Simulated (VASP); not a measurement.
# Pt (Pm-3m) in VASP: single point with PBEsol

Aim: the single point of Pt with PBEsol.

Program: VASP 6.6.1. These are calculated values, not measurements. Logs are shortened: lines on timing, memory, paths and dates and some standing lists are left out, and cuts for length are marked.

## (1) The cell of the first run

The structure is cubic, space group Pm-3m (No. 221). Conventional cell: a = 2.467 Å, b = 2.467 Å, c = 2.467 Å, α = 90.00°, β = 90.00°, γ = 90.00°. Pt (site symmetry m-3m) has 6 Pt at 2.47 Å within 3.3 Å.

This isn't the form of Pt at room conditions, which is fcc.

## (2) Single point, PBEsol

INCAR

```
  PREC = Accurate
  ENCUT = 520
  EDIFF = 1E-6
  ISMEAR = 0
  SIGMA = 0.15
  LREAL = F
  LASPH = T
  NELM = 60
  ALGO = Fast
  ISIF = 2
  LWAVE = F
  LCHARG = F
  GGA = PS
  NBANDS = 11
```

KPOINTS

```
regular mesh
0
Gamma
  24 24 24
```

POSCAR

```
Pt
1.0
   -0.8222664745      1.6445329491      1.6445329491
    1.6445329491     -0.8222664745      1.6445329491
    1.6445329491      1.6445329491     -0.8222664745
Pt
1
Direct
    0.0000000000      0.0000000000      0.0000000000
```

Potentials or basis: VASP PAW PBE potentials, release 64 (Pt).

Started as:

```
$ cat potpaw_PBE.64/Pt/POTCAR > POTCAR
$ mpirun -np 1 vasp_std > vasp.out
```

OUTCAR:

```text
PREC = Accurate
   ENCUT = 520
   EDIFF = 1E-6
   ISMEAR = 0
   LREAL = F
   LASPH = T
   NELM = 60
   ISIF = 2
   GGA = PS

 ion  position               nearest neighbor table
   1  0.000  0.000  0.000-

  LATTYP: Found a simple cubic cell.
 ALAT       =     2.4667994236

  Lattice vectors:

 A1 = (  -0.8222664745,   1.6445329491,   1.6445329491)
 A2 = (   1.6445329491,  -0.8222664745,   1.6445329491)
 A3 = (   1.6445329491,   1.6445329491,  -0.8222664745)

Analysis of symmetry for initial positions (statically):
=====================================================================
 Subroutine PRICEL returns:
 Original cell was already a primitive cell.

 Routine SETGRP: Setting up the symmetry group for a
 simple cubic supercell.

 Subroutine GETGRP returns: Found 48 space group operations
 (whereof 48 operations were pure point group operations)
 out of a pool of 48 trial point group operations.

The static configuration has the point symmetry O_h .

Analysis of symmetry for dynamics (positions and initial velocities):
=====================================================================
 Subroutine PRICEL returns:
 Original cell was already a primitive cell.

 Routine SETGRP: Setting up the symmetry group for a
 simple cubic supercell.

 Subroutine GETGRP returns: Found 48 space group operations
 (whereof 48 operations were pure point group operations)
 out of a pool of 48 trial point group operations.

The dynamic configuration has the point symmetry O_h .

 Subroutine INISYM returns: Found 48 space group operations
 (whereof 48 operations are pure point group operations),
 and found     1 'primitive' translations

----------------------------------------------------------------------------------------

                                     Primitive cell

  volume of cell :      15.0107

  direct lattice vectors                    reciprocal lattice vectors
    -0.822266475  1.644532949  1.644532949    -0.135127863  0.270255725  0.270255725
     1.644532949 -0.822266475  1.644532949     0.270255725 -0.135127863  0.270255725
     1.644532949  1.644532949 -0.822266475     0.270255725  0.270255725 -0.135127863

  length of vectors
     2.466799424  2.466799424  2.466799424     0.405383588  0.405383588  0.405383588

  position of ions in fractional coordinates (direct lattice)
     0.000000000  0.000000000  0.000000000

  ion indices of the primitive-cell ions
   primitive index   ion index
                 1           1

----------------------------------------------------------------------------------------

 KPOINTS: regular mesh

Automatic generation of k-mesh.
 Grid dimensions read from file:
 generate k-points for:   24   24   24

 Generating k-lattice:

  Cartesian coordinates                     Fractional coordinates (reciprocal lattice)
    -0.005630328  0.011260655  0.011260655     0.041666667  0.000000000  0.000000000
     0.011260655 -0.005630328  0.011260655     0.000000000  0.041666667  0.000000000
     0.011260655  0.011260655 -0.005630328     0.000000000  0.000000000  0.041666667

  Length of vectors
     0.016890983  0.016890983  0.016890983

  Shift w.r.t. Gamma in fractional coordinates (k-lattice)
     0.000000000  0.000000000  0.000000000

 Subroutine IBZKPT returns following result:
 ===========================================

 Found    455 irreducible k-points:

 Following reciprocal coordinates:
            Coordinates               Weight
  0.000000  0.000000  0.000000      1.000000
  0.041667  0.000000 -0.000000      6.000000
  0.083333  0.000000  0.000000      6.000000
  0.125000  0.000000  0.000000      6.000000
  0.166667  0.000000  0.000000      6.000000
  0.208333  0.000000  0.000000      6.000000
[... 16 lines left out ...]
  0.416667  0.041667  0.000000     24.000000
  0.458333  0.041667  0.000000     24.000000
 [... further k-points ...]
   k-points           NKPTS =    455   k-points in BZ     NKDIM =    455   number of bands    NBANDS=     11
   number of dos      NEDOS =    301   number of ions     NIONS =      1
   total plane-waves  NPLWV =   5832
   dimension x,y,z NGX =    18 NGY =   18 NGZ =   18
   dimension x,y,z NGXF=    36 NGYF=   36 NGZF=   36
   ions per type =               1
   NGX,Y,Z   is equivalent  to a cutoff of  12.13, 12.13, 12.13 a.u.
   NGXF,Y,Z  is equivalent  to a cutoff of  24.26, 24.26, 24.26 a.u.
 SYSTEM =  unknown system
   PREC   = accura    normal or accurate (medium, high low for compatibility)
   ISTART =      0    job   : 0-new  1-cont  2-samecut
   ICHARG =      2    charge: 1-file 2-atom 10-const
   ISPIN  =      1    spin polarized calculation?
   LNONCOLLINEAR =      F non collinear calculations
   LSORBIT =      F    spin-orbit coupling
   LASPH  =      T    aspherical Exc in radial PAW
   ENCUT  =  520.0 eV  38.22 Ry    6.18 a.u.   4.59  4.59  4.59*2*pi/ulx,y,z
   NELM   =     60;   NELMIN=  2; NELMDL= -5     # of ELM steps
   EDIFF  = 0.1E-05   stopping-criterion for ELM
   LREAL  =      F    real-space projection
   EDIFFG = 0.1E-04   stopping-criterion for IOM
   NSW    =      0    number of steps for IOM
   IBRION =     -1    ionic relax: 0-MD 1-quasi-New 2-CG
   NFREE  =      0    steps in history (QN), initial steepest desc. (CG)
   ISIF   =      2    stress and relaxation
   ISYM   =      2    0-nonsym 1-usesym 2-fastsym
   POTIM  = 0.5000    time-step for ionic-motion
   TEBEG  =    0.0;   TEEND  =   0.0 temperature during run
   PSTRESS=    0.0 pullay stress
   NELECT =      10.0000    total number of electrons
   NUPDOWN=      -1.0000    fix difference up-down
   EMIN   =  10.00;   EMAX   =-10.00  energy-range for DOS
   EFERMI =   0.00;   METHOD = LEGACY
   ISMEAR =     0;   SIGMA  =   0.15  broadening in eV -4-tet -1-fermi 0-gaus
   EFERMI_NEDOS =   21; number of points for ismear=-14 and -15
   IALGO  =     68    algorithm
   IMIX   =      4    mixing-type and parameters
     AMIX     =   0.40;   BMIX     =  1.00
     AMIX_MAG =   1.60;   BMIX_MAG =  1.00
  volume/ion in A,a.u.               =      15.01       101.30
  Fermi-wavevector in a.u.,A,eV,Ry     =   1.429797  2.701924 27.814648  2.044319
  Thomas-Fermi vector in A             =   2.549712
   LORBIT       =      0    0 simple, 1 ext, 2 COOP (PROOUT), +10 PAW based schemes
   GGA     = PS    functional components
   LHFCALC =     F    Hartree Fock is set to
   AEXX    =    0.0000 exact exchange contribution
   IVDW    =     0    specifies the selected vdW correction
   LEPSILON=     F    determine dielectric tensor
   LRPA    =     F    only Hartree local field effects (RPA)
 non-spin polarized calculation
 RMM-DIIS sequential band-by-band and
 Gauss-broadening in eV      SIGMA  =   0.15
  energy-cutoff  :      520.00
  volume of cell :       15.01
 maximum number of plane-waves:       437
   NGX =  9   NGY =  9   NGZ =  9

 number of electron      10.0000000 magnetization

 number of electron       9.9999998 magnetization

 Free energy of the ion-electron system (eV)
  ---------------------------------------------------
  ext. energy  EPLUGINS =         0.00000000
  ---------------------------------------------------
  free energy    TOTEN  =        -6.15500965 eV

  energy without entropy =       -6.14327245  energy(sigma->0) =       -6.14914105

 E-fermi :  11.2515     XC(G=0): -13.5102

 val. band max:       11.2491423744   @ k =   0.4167   0.1667   0.0000
 cond. band min:      11.2545968481   @ k =   0.4583   0.1667   0.0000
 fundamental gap:      0.0054544736
 Fermi energy:        11.2514513564

 k-point     1 :       0.0000    0.0000    0.0000
  band No.  band energies     occupation
      1       0.9595      2.00000
      2       3.8644      2.00000
      3       3.8644      2.00000
      4      11.7499      0.00000
      5      11.7499      0.00000
      6      11.7499      0.00000
      7      27.3781      0.00000
      8      27.3781      0.00000
      9      27.3781      0.00000
     10      34.0935      0.00000
     11      36.9920      0.00000

 k-point     2 :       0.0417    0.0000   -0.0000
  band No.  band energies     occupation
      1       1.0189      2.00000
      2       3.8766      2.00000
      3       3.9222      2.00000
      4      11.6846      0.00004
      5      11.6847      0.00004
      6      11.7548      0.00000
      7      26.9764      0.00000
      8      27.4897      0.00000
      9      27.4897      0.00000
     10      34.3925      0.00000
     11      36.3641      0.00000

 k-point     3 :       0.0833    0.0000    0.0000
  band No.  band energies     occupation
      1       1.1910      2.00000
      2       3.9121      2.00000
      3       4.0978      2.00000
      4      11.4977      0.02026
      5      11.4977      0.02026
      6      11.7693      0.00000
      7      25.9941      0.00000
      8      27.8136      0.00000
      9      27.8136      0.00000
     10      34.9512      0.00000
     11      35.1744      0.00000

 k-point     4 :       0.1250    0.0000    0.0000
  band No.  band energies     occupation
      1       1.4577      2.00000
      2       3.9692      2.00000
      3       4.3982      2.00000
      4      11.2129      1.28343
      5      11.2129      1.28342
      6      11.7924      0.00000
      7      24.7608      0.00000
      8      28.3204      0.00000
      9      28.3204      0.00000
     10      33.9154      0.00000
     11      35.3284      0.00000

 k-point     5 :       0.1667    0.0000    0.0000
  band No.  band energies     occupation
      1       1.7919      2.00000
      2       4.0447      2.00000
      3       4.8315      2.00000
      4      10.8623      1.99976
      5      10.8623      1.99976
      6      11.8225      0.00000
      7      23.4623      0.00000
      8      28.9695      0.00000
      9      28.9695      0.00000
     10      32.7054      0.00000
     11      35.4775      0.00000
[... 211 lines left out ...]
 k-point    21 :       0.3333    0.0417   -0.0000
  band No.  band energies     occupation
      1       3.3125      2.00000
      2       4.4757      2.00000
      3       7.6412      2.00000
      4       9.4165      2.00000
      5       9.4230      2.00000
      6      11.9123      0.00000
      7      18.9961      0.00000
      8      28.9732      0.00000
      9      31.5299      0.00000
     10      32.2601      0.00000
     11      34.5942      0.00000

 k-point    22 :       0.3750    0.0417    0.0000
  band No.  band energies     occupation
      1       3.6064      2.00000
      2       4.5601      2.00000
      3       8.2382      2.00000
      4       9.1529      2.00000
      5       9.3727      2.00000
      6      11.9441      0.00000
      7      18.1704      0.00000
      8      28.4165      0.00000
      9      32.0111      0.00000
     10      32.9923      0.00000
     11      33.8741      0.00000

 k-point    23 :       0.4167    0.0417    0.0000
  band No.  band energies     occupation
      1       3.8366      2.00000
      2       4.6262      2.00000
      3       8.4292      2.00000
      4       8.9574      2.00000
      5       9.6847      2.00000
      6      11.9687      0.00000
      7      17.5285      0.00000
      8      28.0035      0.00000
      9      32.0807      0.00000
     10      33.5074      0.00000
     11      33.6033      0.00000

 k-point    24 :       0.4583    0.0417    0.0000
  band No.  band energies     occupation
      1       3.9846      2.00000
      2       4.6684      2.00000
      3       8.4119      2.00000
      4       8.8372      2.00000
      5      10.0660      2.00000
      6      11.9842      0.00000
      7      17.1123      0.00000
      8      27.7510      0.00000
      9      31.7862      0.00000
     10      33.5747      0.00000
     11      34.0216      0.00000

 [... further k-points ...]
[... 5 lines left out ...]
  --------------------------------------------------------------------------------------
  -------------------------------------------------------------------------------------
  Total        4.1730047      4.1730047      4.1730047      0.0000000      0.0000000      0.0000000
  in kB      445.4079248    445.4079248    445.4079248      0.0000000      0.0000000      0.0000000
  external PRESSURE =     445.4079248 kB  Pullay stress =       0.0000000 kB

 VOLUME and BASIS-vectors are now :
 -----------------------------------------------------------------------------
  energy-cutoff  :      520.00
  volume of cell :       15.01
      direct lattice vectors                 reciprocal lattice vectors
    -0.822266475  1.644532949  1.644532949    -0.135127863  0.270255725  0.270255725
     1.644532949 -0.822266475  1.644532949     0.270255725 -0.135127863  0.270255725
     1.644532949  1.644532949 -0.822266475     0.270255725  0.270255725 -0.135127863

 POSITION                                       TOTAL-FORCE (eV/Angst)
 -----------------------------------------------------------------------------------
      0.00000      0.00000      0.00000        -0.000000      0.000000      0.000000
 -----------------------------------------------------------------------------------
    total drift:                               -0.000000      0.000000      0.000000

  FREE ENERGIE OF THE ION-ELECTRON SYSTEM (eV)
  ---------------------------------------------------
  free  energy   TOTEN  =        -6.1550096464 eV

  energy  without entropy=       -6.1432724485  energy(sigma->0) =       -6.14914105
```

Run time: 89 s. Hardware: 1 thread of Intel Xeon 8259CL, shared host; peak memory 0.19 GiB.

What came out:

```yaml
Free_energy: -6.1550 eV
Pressure: 44.5 GPa
Band_gap_on_the_k_mesh: zero (bands 5 and 6 overlap by 4.33 eV)
```

Levels at points of the mesh, in eV from the Fermi level:
| k point | band 2 | band 3 | band 4 | band 5 | band 6 | band 7 | band 8 | band 9 |
| --- | --- | --- | --- | --- | --- | --- | --- | --- |
| (0.00, 0.00, 0.00) | -7.39 | -7.39 | 0.50 | 0.50 | 0.50 | 16.13 | 16.13 | 16.13 |
| (0.50, 0.00, 0.00) | -6.62 | -2.46 | -2.46 | -1.42 | 0.79 | 5.71 | 16.35 | 20.43 |
| (0.50, 0.50, 0.00) | -5.91 | -1.91 | -1.91 | 2.66 | 4.48 | 4.48 | 11.99 | 14.61 |
| (0.50, 0.50, 0.50) | -6.44 | -6.44 | 2.87 | 2.87 | 9.11 | 11.28 | 11.28 | 11.28 |

Caveat: the cell stands under pressure; the PAW data sets were made with another functional, which shifts forces and pressure a little; spin-orbit coupling is left out, which moves the levels of the heavy elements.
